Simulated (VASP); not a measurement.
Write the native input for VASP 6.6.1 that does the following.

```yaml
Task: relaxation of cell and atoms
Functional: LDA
Potentials_or_basis: VASP PAW LDA potentials, release 64 (Zn)
Cutoff: 600 eV
k_mesh: 9 × 9 × 4
Occupations: fermi-dirac, width 0.1 eV
Spin: no spin polarisation
Dipole_correction: no
Further_INCAR_settings: ALGO = Normal; EDIFF = 1e-06; IBRION = 2; EDIFFG = -0.02; NSW = 80; ISIF = 3
```

The structure of Zn lies in POSCAR:

```
Zn
1.0
    2.6700000000      0.0000000000      0.0000000000
   -1.3350000000      2.3122880000      0.0000000000
    0.0000000000      0.0000000000      4.9660000000
Zn
2
Direct
    0.3333333333      0.6666666667      0.2500000000
    0.6666666667      0.3333333333      0.7500000000
```

These files were run (other wordings do the same):

INCAR

```
SYSTEM = Zn
  PREC = Accurate
  ENCUT = 600
  EDIFF = 1E-6
  ISMEAR = -1
  SIGMA = 0.1
  LREAL = .False.
  LASPH = .True.
  NELM = 60
  ALGO = Normal
  ISIF = 3
  LWAVE = .False.
  LCHARG = .False.
  IBRION = 2
  NSW = 80
  EDIFFG = -0.02
```

KPOINTS

```
Automatic mesh
0
Gamma
  9 9 4
  0 0 0
```

Potentials or basis: VASP PAW LDA potentials, release 64 (Zn).

Command:

```bash
$ cat potpaw_LDA.64/Zn/POTCAR > POTCAR
$ mpirun -np 1 vasp_std > vasp.out
```

It gave:

The relaxed volume is 13.53 Å³/atom and the relaxed cell is a = 2.600 Å, b = 2.600 Å, c = 4.624 Å, α = 90.00°, β = 90.00°, γ = 120.00°. The space group after relaxing (to 0.05 Å) is P6_3/mmc (No. 194), the energy gained by relaxing is 56.7 meV/atom and the ionic steps are 8. The pressure after relaxing is 0.1 GPa. The band gap on the k mesh is zero (band 12 reaches 4.57 eV, above the bottom of band 13 at 1.32 eV).

Caveat: the volume moved by -12 % from the deposited cell, more than functionals usually miss.

It took 30 s on 1 thread of Intel(R) Xeon(R) 6975P-C (Granite Rapids), on a shared host, peak memory 0.15 GiB.
